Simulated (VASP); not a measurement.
Runs of VASP 6.6.1 on HfBr2F2. The structure is that of space group P-3m1 (No. 164), or close to it. The cells are those of the table. 

```csv
task,cell,k mesh,cutoff (eV),smearing,gap on the mesh (eV),pressure (GPa),relaxed volume (Å³/atom),largest force (eV/Å)
single point,"a = 3.777, b = 3.777, c = 8.439 Å, angles 90.0, 90.0, 120.0°, 5 atoms",6 × 6 × 4,520,gaussian 0.1 eV,(d),-0.8,-,(a)
relaxation of cell and atoms,"relaxed from a = 3.777, b = 3.777, c = 8.439 Å, angles 90.0, 90.0, 120.0°, 5 atoms",12 × 12 × 4,600,gaussian 0.02 eV,2.32,0.0,20.65,0.01
relaxation of cell and atoms,"relaxed from a = 4.348, b = 4.348, c = 5.993 Å, angles 90.0, 90.0, 120.0°, 5 atoms",6 × 6 × 4,600,gaussian 0.1 eV,2.33,-0.1,(c),0.03
single point,"a = 3.779, b = 3.779, c = 8.658 Å, angles 90.0, 90.0, 120.0°, 5 atoms",12 × 12 × 4,520,gaussian 0.02 eV,2.33,-1.0,-,(b)
single point,"a = 4.348, b = 4.348, c = 5.993 Å, angles 90.0, 90.0, 120.0°, 5 atoms",6 × 6 × 4,520,gaussian 0.1 eV,none,75.4,-,42.06
```

Alike in all rows: level PBE; potentials or basis VASP PAW PBE potentials, release 64 (Hf_pv, Br, F); no spin polarisation.

Question: Fill in the values left out.

Answer: (a) 0.07; (b) 0.06; (c) 18.67; (d) 2.34.

Caveats: spin-orbit coupling is left out, which moves the levels of the heavy elements; this functional lacks dispersion, which binds the layers, so the pressure and a relaxed spacing across them are unreliable (some runs); forces of over 1 eV/Å act on the atoms, so gaps and moduli don't describe the material at rest (some runs).

A k mesh can miss the band edges, and the runs leave out spin-orbit coupling on Br, Hf.

A gap of «none» marks levels without a gap at the run's occupations.
